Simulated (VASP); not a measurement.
Wanted: the native input for a VASP 6.6.1 run.

* Task: single point
* Functional: PBEsol
* Potentials or basis: VASP PAW PBE potentials, release 64 (P, B)
* Cutoff: 520 eV
* k mesh: 10 × 10 × 10
* Occupations: fermi-dirac, width 0.05 eV
* Spin: no spin polarisation
* Dipole correction: no
* Further INCAR settings: ALGO = Normal; EDIFF = 1e-06; NBANDS = 11

The structure of BP lies in POSCAR:

```
BP
1.0
    0.0000000000      2.2988586873      2.2988586873
    2.2988586873      0.0000000000      2.2988586873
    2.2988586873      2.2988586873      0.0000000000
P B
1 1
Direct
    0.7500000000      0.7500000000      0.7500000000
    0.0000000000      0.0000000000      0.0000000000
```

These files were run (other wordings do the same):

INCAR

```
PREC = Accurate ; ENCUT = 520
EDIFF = 1E-6 ; ISMEAR = -1
SIGMA = 0.05 ; LREAL = F
LASPH = T ; NELM = 100
ALGO = Normal ; ISIF = 2
LWAVE = F ; LCHARG = F
GGA = PS ; NBANDS = 11
```

KPOINTS

```
Automatic mesh
0
Gamma
  10 10 10
```

Potentials or basis: VASP PAW PBE potentials, release 64 (P, B).

Run with:

```console
$ cat potpaw_PBE.64/P/POTCAR potpaw_PBE.64/B/POTCAR > POTCAR
$ mpirun -np 1 vasp_std > vasp.out
```

It gave:

```
Pressure               : -7.8 GPa
Band gap on the k mesh : 1.18 eV, indirect (least direct gap 3.30 eV)
```

Caveat: the PAW data sets were made with another functional, which shifts forces and pressure a little.

Run time: 4.6 s on 1 thread of Intel(R) Xeon(R) Platinum 8488C (Sapphire Rapids), on a shared host, peak memory 0.13 GiB.
